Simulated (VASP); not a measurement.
Input of a VASP 6.6.1 run:

INCAR

```
SYSTEM = Bi
PREC = Accurate
ENCUT = 520
EDIFF = 1E-6
ISMEAR = -1
SIGMA = 0.05
LREAL = .FALSE.
LASPH = .TRUE.
NELM = 60
ALGO = Normal
ISIF = 2
LWAVE = .FALSE.
LCHARG = .FALSE.
GGA = PE
NBANDS = 14
```

Contents of KPOINTS:

```
regular mesh
0
G
  14 14 14
  0 0 0
```

Contents of POSCAR:

```
Bi
1.0
    0.0000000000      2.1222239900      2.1222239900
    2.1222239900      0.0000000000      2.1222239900
    2.1222239900      2.1222239900      0.0000000000
Bi
1
Direct
    0.0000000000      0.0000000000      0.0000000000
```

Potentials or basis: VASP PAW PBE potentials, release 64 (Bi_d).

Command:

```sh
$ cat potpaw_PBE.64/Bi_d/POTCAR > POTCAR
$ mpirun -np 1 vasp_std > vasp.out
```

**Question.** Estimate the pressure.

**Answer.** 85.2 GPa.
